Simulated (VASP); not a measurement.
Write the native input for VASP 6.6.1 that does the following.

```
Task                   : single point
Functional             : LDA
Potentials or basis    : VASP PAW LDA potentials, release 64 (Be, Li_sv)
Cutoff                 : 520 eV
k mesh                 : 6 × 4 × 1
Occupations            : gaussian, width 0.1 eV
Spin                   : no spin polarisation
Dipole correction      : yes
Further INCAR settings : LREAL = Auto; ALGO = Normal; EDIFF = 1e-07; NBANDS = 44
```

The structure of LiBe24 lies in POSCAR:

```
LiBe24
1.0
    4.4524297775      0.0000000000      0.0000000000
    0.0000000000      7.0331519566      0.0000000000
    0.0000000000      0.0000000000     19.7998741761
Be Li
24 1
Direct
    0.0000000000      0.3750000000      0.2020214858
    0.0000000000      0.8750000000      0.2020214858
    0.5000000000      0.3750000000      0.2020214858
    0.5000000000      0.8750000000      0.2020214858
    0.2500000000      0.1250000000      0.2344789084
    0.2500000000      0.6250000000      0.2344789084
    0.7500000000      0.1250000000      0.2344789084
    0.7500000000      0.6250000000      0.2344789084
    0.2500000000      0.3750000000      0.2993937535
    0.2500000000      0.8750000000      0.2993937535
    0.7500000000      0.3750000000      0.2993937535
    0.7500000000      0.8750000000      0.2993937535
    0.0000000000      0.1250000000      0.3261495638
    0.0000000000      0.6250000000      0.3261495638
    0.5000000000      0.1250000000      0.3261495638
    0.5000000000      0.6250000000      0.3261495638
    0.0000000000      0.3750000000      0.3969669031
    0.0000000000      0.8750000000      0.3969669031
    0.5000000000      0.3750000000      0.3969669031
    0.5000000000      0.8750000000      0.3969669031
    0.2500000000      0.1250000000      0.4191882283
    0.2500000000      0.6250000000      0.4191882283
    0.7500000000      0.1250000000      0.4191882283
    0.7500000000      0.6250000000      0.4191882283
    0.3333333333      0.3125000000      0.5072829258
```

One way to write it, as run:

INCAR

```
PREC = Accurate
ENCUT = 520
EDIFF = 1E-7
ISMEAR = 0
SIGMA = 0.1
LREAL = Auto
LASPH = T
NELM = 100
ALGO = Normal
ISIF = 2
LWAVE = F
LCHARG = F
LDIPOL = T
IDIPOL = 3
DIPOL = 0.5 0.5 0.321
NBANDS = 44
```

KPOINTS

```
Automatic mesh
0
Gamma
  6 4 1
```

Potentials or basis: VASP PAW LDA potentials, release 64 (Be, Li_sv).

Run with:

```console
$ cat potpaw_LDA.64/Be/POTCAR potpaw_LDA.64/Li_sv/POTCAR > POTCAR
$ mpirun -np 1 vasp_std > vasp.out
```

It gave:

* Largest force: 0.850 eV/Å

Wall time 9.7 min on 1 thread of AMD EPYC 9R45 96-Core Processor (Zen 5), on a shared host, peak memory 0.56 GiB.
